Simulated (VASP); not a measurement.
# SnO in VASP: single point with PBE

Aim: the single point of SnO with PBE.

Everything below comes from runs of VASP 6.6.1. Logs are shortened: lines on timing, memory, paths and dates and some standing lists are left out, and cuts for length are marked.

**1. The cell of the first run**

The typed cell holds 8 atoms: a = 3.866 Å, b = 3.866 Å, c = 10.280 Å, α = 90.00°, β = 90.00°, γ = 90.05°.

**2. Single point, PBE**

INCAR

```
  PREC = Accurate
  ENCUT = 910
  EDIFF = 1E-6
  ISMEAR = 0
  SIGMA = 0.1
  LREAL = F
  LASPH = T
  NELM = 120
  ALGO = Normal
  ISIF = 2
  LWAVE = F
  LCHARG = T
  GGA = PE
  LELF = T
  LVHAR = T
  NBANDS = 50
  GGA_COMPAT = F
```

KPOINTS

```
regular mesh
0
Gamma
  4 4 2
```

POSCAR

```
SnO
1.0
    2.7326503934     -2.7348921306      0.0000000000
    2.7326503934      2.7348921306      0.0000000000
    0.0000000000      0.0000000000     10.2804147559
Sn O
4 4
Direct
   -0.0001330473      0.0001330473     -0.0085749379
    0.0001330473     -0.0001330473      0.4914250621
    0.5001444548      0.4998555452      0.2655713758
    0.4998555452      0.5001444548      0.7655713758
    1.0002491103      0.4997080603      0.3785017811
   -0.0002491103      0.5002919397      0.8785017811
    0.5002919397     -0.0002491103      0.3785017811
    0.4997080603      1.0002491103      0.8785017811
```

Potentials or basis: VASP PAW PBE potentials, release 64 (Sn_d, O_h).

Started as:

```console
$ cat potpaw_PBE.64/Sn_d/POTCAR potpaw_PBE.64/O_h/POTCAR > POTCAR
$ mpirun -np 1 vasp_std > vasp.out
```

OUTCAR:

```text
PREC = Accurate
   ENCUT = 910
   EDIFF = 1E-6
   ISMEAR = 0
   LREAL = F
   LASPH = T
   NELM = 120
   ISIF = 2
   GGA = PE

 ion  position               nearest neighbor table
   1  1.000  0.000  0.991-   6 2.25   8 2.25   6 2.26   8 2.26   4 3.59   4 3.59   4 3.59   4 3.59

   2  0.000  1.000  0.491-   5 2.25   7 2.25   7 2.26   5 2.26   3 3.59   3 3.59   3 3.59   3 3.59

   3  0.500  0.500  0.266-   5 2.25   7 2.25   5 2.26   7 2.26   2 3.59   2 3.59   2 3.59   2 3.59

   4  0.500  0.500  0.766-   6 2.25   8 2.25   8 2.26   6 2.26   1 3.59   1 3.59   1 3.59   1 3.59

   5  0.000  0.500  0.379-   2 2.25   3 2.25   3 2.26   2 2.26
   6  1.000  0.500  0.879-   1 2.25   4 2.25   4 2.26   1 2.26
   7  0.500  1.000  0.379-   2 2.25   3 2.25   3 2.26   2 2.26
   8  0.500  0.000  0.879-   1 2.25   4 2.25   4 2.26   1 2.26

  LATTYP: Found a base centered orthorhombic cell.
 ALAT       =     5.4653007868
 B/A-ratio  =     1.0008203527
 C/A-ratio  =     1.8810336625

  Lattice vectors:

 A1 = (   2.7326503934,  -2.7348921306,   0.0000000000)
 A2 = (   2.7326503934,   2.7348921306,   0.0000000000)
 A3 = (   0.0000000000,   0.0000000000,  10.2804147559)

Analysis of symmetry for initial positions (statically):
=====================================================================
 Subroutine PRICEL returns:
 Original cell was already a primitive cell.

 Routine SETGRP: Setting up the symmetry group for a
 base centered orthorhombic supercell.

 Subroutine GETGRP returns: Found  4 space group operations
 (whereof  2 operations were pure point group operations)
 out of a pool of  8 trial point group operations.

The static configuration has the point symmetry C_1h.
 The point group associated with its full space group is C_2v.

Analysis of symmetry for dynamics (positions and initial velocities):
=====================================================================
 Subroutine PRICEL returns:
 Original cell was already a primitive cell.

 Routine SETGRP: Setting up the symmetry group for a
 base centered orthorhombic supercell.

 Subroutine GETGRP returns: Found  4 space group operations
 (whereof  2 operations were pure point group operations)
 out of a pool of  8 trial point group operations.

The dynamic configuration has the point symmetry C_1h.
 The point group associated with its full space group is C_2v.

 Subroutine INISYM returns: Found  4 space group operations
 (whereof  2 operations are pure point group operations),
 and found     1 'primitive' translations

----------------------------------------------------------------------------------------

                                     Primitive cell

  volume of cell :     153.6614

  direct lattice vectors                    reciprocal lattice vectors
     2.732650393 -2.734892131  0.000000000     0.182972546 -0.182822567  0.000000000
     2.732650393  2.734892131  0.000000000     0.182972546  0.182822567  0.000000000
     0.000000000  0.000000000 10.280414756     0.000000000  0.000000000  0.097272340

  length of vectors
     3.866136720  3.866136720 10.280414756     0.258656227  0.258656227  0.097272340

  position of ions in fractional coordinates (direct lattice)
     0.999866953  0.000133047  0.991425062
     0.000133047  0.999866953  0.491425062
     0.500144455  0.499855545  0.265571376
     0.499855545  0.500144455  0.765571376
     0.000249110  0.499708060  0.378501781
     0.999750890  0.500291940  0.878501781
     0.500291940  0.999750890  0.378501781
     0.499708060  0.000249110  0.878501781

  ion indices of the primitive-cell ions
   primitive index   ion index
                 1           1
                 2           2
                 3           3
                 4           4
                 5           5
                 6           6
                 7           7
                 8           8

----------------------------------------------------------------------------------------

 KPOINTS: regular mesh

Automatic generation of k-mesh.
 Grid dimensions read from file:
 generate k-points for:    4    4    2

 Generating k-lattice:

  Cartesian coordinates                     Fractional coordinates (reciprocal lattice)
     0.045743137 -0.045705642  0.000000000     0.250000000  0.000000000  0.000000000
     0.045743137  0.045705642  0.000000000     0.000000000  0.250000000  0.000000000
     0.000000000  0.000000000  0.048636170     0.000000000  0.000000000  0.500000000

  Length of vectors
     0.064664057  0.064664057  0.048636170

  Shift w.r.t. Gamma in fractional coordinates (k-lattice)
     0.000000000  0.000000000  0.000000000

 Subroutine IBZKPT returns following result:
 ===========================================

 Found     14 irreducible k-points:

 Following reciprocal coordinates:
            Coordinates               Weight
  0.000000  0.000000  0.000000      1.000000
  0.250000 -0.000000  0.000000      4.000000
  0.500000 -0.000000  0.000000      2.000000
  0.250000  0.250000  0.000000      2.000000
  0.500000  0.250000  0.000000      4.000000
 -0.250000  0.250000  0.000000      2.000000
  0.500000  0.500000  0.000000      1.000000
  0.000000  0.000000  0.500000      1.000000
  0.250000 -0.000000  0.500000      4.000000
  0.500000 -0.000000  0.500000      2.000000
  0.250000  0.250000  0.500000      2.000000
  0.500000  0.250000  0.500000      4.000000
 -0.250000  0.250000  0.500000      2.000000
  0.500000  0.500000  0.500000      1.000000
   k-points           NKPTS =     14   k-points in BZ     NKDIM =     14   number of bands    NBANDS=     50
   number of dos      NEDOS =    301   number of ions     NIONS =      8
   total plane-waves  NPLWV = 172800
   dimension x,y,z NGX =    40 NGY =   40 NGZ =  108
   dimension x,y,z NGXF=    80 NGYF=   80 NGZF=  216
   ions per type =               4   4
   NGX,Y,Z   is equivalent  to a cutoff of  17.20, 17.20, 17.46 a.u.
   NGXF,Y,Z  is equivalent  to a cutoff of  34.40, 34.40, 34.93 a.u.
 SYSTEM =  unknown system
   PREC   = accura    normal or accurate (medium, high low for compatibility)
   ISTART =      0    job   : 0-new  1-cont  2-samecut
   ICHARG =      2    charge: 1-file 2-atom 10-const
   ISPIN  =      1    spin polarized calculation?
   LNONCOLLINEAR =      F non collinear calculations
   LSORBIT =      F    spin-orbit coupling
   LASPH  =      T    aspherical Exc in radial PAW
   ENCUT  =  910.0 eV  66.88 Ry    8.18 a.u.   9.51  9.51 25.29*2*pi/ulx,y,z
   NELM   =    120;   NELMIN=  2; NELMDL= -5     # of ELM steps
   EDIFF  = 0.1E-05   stopping-criterion for ELM
   LREAL  =      F    real-space projection
   EDIFFG = 0.1E-04   stopping-criterion for IOM
   NSW    =      0    number of steps for IOM
   IBRION =     -1    ionic relax: 0-MD 1-quasi-New 2-CG
   NFREE  =      0    steps in history (QN), initial steepest desc. (CG)
   ISIF   =      2    stress and relaxation
   ISYM   =      2    0-nonsym 1-usesym 2-fastsym
   POTIM  = 0.5000    time-step for ionic-motion
   TEBEG  =    0.0;   TEEND  =   0.0 temperature during run
   PSTRESS=    0.0 pullay stress
   NELECT =      80.0000    total number of electrons
   NUPDOWN=      -1.0000    fix difference up-down
   EMIN   =  10.00;   EMAX   =-10.00  energy-range for DOS
   EFERMI =   0.00;   METHOD = LEGACY
   ISMEAR =     0;   SIGMA  =   0.10  broadening in eV -4-tet -1-fermi 0-gaus
   EFERMI_NEDOS =   21; number of points for ismear=-14 and -15
   IALGO  =     38    algorithm
   IMIX   =      4    mixing-type and parameters
     AMIX     =   0.40;   BMIX     =  1.00
     AMIX_MAG =   1.60;   BMIX_MAG =  1.00
  volume/ion in A,a.u.               =      19.21       129.62
  Fermi-wavevector in a.u.,A,eV,Ry     =   1.316992  2.488754 23.598875  1.734468
  Thomas-Fermi vector in A             =   2.447065
   LORBIT       =      0    0 simple, 1 ext, 2 COOP (PROOUT), +10 PAW based schemes
   GGA     = PE    functional components
   LHFCALC =     F    Hartree Fock is set to
   AEXX    =    0.0000 exact exchange contribution
   IVDW    =     0    specifies the selected vdW correction
   LEPSILON=     F    determine dielectric tensor
   LRPA    =     F    only Hartree local field effects (RPA)
 non-spin polarized calculation
 Gauss-broadening in eV      SIGMA  =   0.10
  energy-cutoff  :      910.00
  volume of cell :      153.66
 maximum number of plane-waves:      9618
 NGX is ok and might be reduce to    40
   NGX = 19   NGY = 19   NGZ = 51

 number of electron      79.9999997 magnetization

 Free energy of the ion-electron system (eV)
  ---------------------------------------------------
  ext. energy  EPLUGINS =         0.00000000
  ---------------------------------------------------
  free energy    TOTEN  =       -45.46470511 eV

  energy without entropy =      -45.46470436  energy(sigma->0) =      -45.46470473

 E-fermi :   6.4819     XC(G=0):  -9.7430

 val. band max:        6.1909139537   @ k =   0.0000   0.0000   0.0000
 cond. band min:       6.7832208808   @ k =   0.5000   0.5000   0.0000
 fundamental gap:      0.5923069272
 Fermi energy:         6.4819161370

 k-point     1 :       0.0000    0.0000    0.0000
  band No.  band energies     occupation
      1     -15.5315      2.00000
      2     -15.5238      2.00000
      3     -15.1779      2.00000
      4     -15.1702      2.00000
      5     -15.1618      2.00000
      6     -15.1612      2.00000
[... 42 lines left out ...]
     49      11.6470      0.00000
     50      11.6506      0.00000

 k-point     2 :       0.2500   -0.0000    0.0000
  band No.  band energies     occupation
      1     -15.5015      2.00000
      2     -15.4987      2.00000
      3     -15.2476      2.00000
      4     -15.2335      2.00000
      5     -15.1564      2.00000
      6     -15.1558      2.00000
[... 628 lines left out ...]
 k-point    14 :       0.5000    0.5000    0.5000
  band No.  band energies     occupation
      1     -15.4597      2.00000
      2     -15.4597      2.00000
      3     -15.4594      2.00000
      4     -15.4594      2.00000
      5     -15.1475      2.00000
      6     -15.1475      2.00000
[... 42 lines left out ...]
     49      11.5453      0.00000
     50      11.5460      0.00000

------------------------ aborting loop because EDIFF is reached ----------------------------------------

  FORCE on cell =-STRESS in cart. coord.  units (eV):
  Direction    XX          YY          ZZ          XY          YZ          ZX
  --------------------------------------------------------------------------------------
  -------------------------------------------------------------------------------------
  Total        0.1391808      0.0269220     -0.0145283      0.0000000      0.0000000      0.0000000
  in kB        1.4511927      0.2807072     -0.1514817      0.0000000      0.0000000      0.0000000
  external PRESSURE =       0.5268061 kB  Pullay stress =       0.0000000 kB

 VOLUME and BASIS-vectors are now :
 -----------------------------------------------------------------------------
  energy-cutoff  :      910.00
  volume of cell :      153.66
      direct lattice vectors                 reciprocal lattice vectors
     2.732650393 -2.734892131  0.000000000     0.182972546 -0.182822567  0.000000000
     2.732650393  2.734892131  0.000000000     0.182972546  0.182822567  0.000000000
     0.000000000  0.000000000 10.280414756     0.000000000  0.000000000  0.097272340

 POSITION                                       TOTAL-FORCE (eV/Angst)
 -----------------------------------------------------------------------------------
      2.73265     -2.73416     10.19226         0.000000      0.002150      0.074600
      2.73265      2.73416      5.05205         0.000000     -0.002150      0.074600
      2.73265     -0.00079      2.73018         0.000000     -0.001536     -0.073298
      2.73265      0.00079      7.87039         0.000000      0.001536     -0.073298
      1.36621      1.36597      3.89116         0.001262      0.002645     -0.000651
      4.09909     -1.36597      9.03136        -0.001262     -0.002645     -0.000651
      4.09909      1.36597      3.89116        -0.001262      0.002645     -0.000651
      1.36621     -1.36597      9.03136         0.001262     -0.002645     -0.000651
 -----------------------------------------------------------------------------------
    total drift:                               -0.000000     -0.000000     -0.003077

  FREE ENERGIE OF THE ION-ELECTRON SYSTEM (eV)
  ---------------------------------------------------
  free  energy   TOTEN  =       -45.4647051093 eV

  energy  without entropy=      -45.4647043559  energy(sigma->0) =      -45.46470473
```

Run time: 3.1 min. Hardware: 1 thread of Intel Xeon 6975P-C (Granite Rapids), shared host; peak memory 0.52 GiB.

What came out:

- Free energy: -45.4647 eV
- Pressure: 0.1 GPa
- Largest force: 0.075 eV/Å
- Band gap on the k mesh: 0.59 eV

Forces in eV/Å, atoms in the order of the input:
```
Sn   0.000  0.002  0.075
Sn   0.000 -0.002  0.075
Sn   0.000 -0.002 -0.073
Sn   0.000  0.002 -0.073
O    0.001  0.003 -0.001
O   -0.001 -0.003 -0.001
O   -0.001  0.003 -0.001
O    0.001 -0.003 -0.001
```

Stress tensor (GPa, compression positive):
```
 0.15  0.00  0.00
 0.00  0.03  0.00
 0.00  0.00 -0.02
```

Caveat: the cutoff is under 1.25 times the usual one of these potentials, so pressure, stress and relaxed cells hold a basis-set (Pulay) error; spin-orbit coupling is left out, which moves the levels of the heavy elements.
